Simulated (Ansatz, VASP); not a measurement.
# Bi: VASP beside Ansatz

The input INCAR:

```
SYSTEM = Bi
PREC = Accurate
ENCUT = 520
EDIFF = 1E-6
ISMEAR = -1
SIGMA = 0.03
LREAL = .FALSE.
LASPH = .TRUE.
NELM = 60
ALGO = Normal
ISIF = 2
LWAVE = .FALSE.
LCHARG = .FALSE.
GGA = PE
NBANDS = 22
```

The input KPOINTS:

```
Automatic mesh
0
G
  9 9 3
  0 0 0
```

The input POSCAR:

```
Bi
1.0
    4.5765144001      0.0000000000      0.0000000000
   -2.2882572001      3.9633777313      0.0000000000
    0.0000000000      0.0000000000     11.9267647641
Bi
2
Direct
    0.3333333333      0.6666666667      0.2500000000
    0.6666666667      0.3333333333      0.7500000000
```

Input for Ansatz:

```yaml
crystal:
  lattice:
    - [4.5765144001, 0.0, 0.0]
    - [-2.2882572001, 3.9633777313, 0.0]
    - [0.0, 0.0, 11.9267647641]
  atoms:
    - { symbol: Bi, position: [0.3333333333, 0.6666666667, 0.25] }
    - { symbol: Bi, position: [0.6666666667, 0.3333333333, 0.75] }
kpoints:
  mp_grid: { grid: [9, 9, 3] }
scf:
  occupations: { method: fermi_dirac, width: 0.03 }
hamiltonian:
  xc: pbe
  pseudopotentials: { kind: all_electron, lapw: { basis_error: 0.0005 } }
output:
  forces: true
  stress: true
  eigenvalues: true
```

Change from the starting cell: volume scaled by 1.025.

Alike in both runs: task single point; functional PBE; k mesh 9 × 9 × 3; occupations fermi-dirac, width 0.03 eV; no spin polarisation.

```csv
,VASP,Ansatz
version,VASP 6.6.1,Ansatz 0.2.0
potentials or method,"VASP PAW PBE potentials, release 64 (Bi_d), cutoff 520 eV","all-electron LAPW, scalar-relativistic"
```

```tsv
	VASP	Ansatz	Ansatz less VASP
pressure (GPa)	-3.2	-3.1	+0.02
traceless stress, the component that is largest in VASP (GPa)	2.84	2.84	+0.001
```

Ansatz ran all-electron here, and VASP with PAW potentials.

Spin-orbit coupling is off throughout.
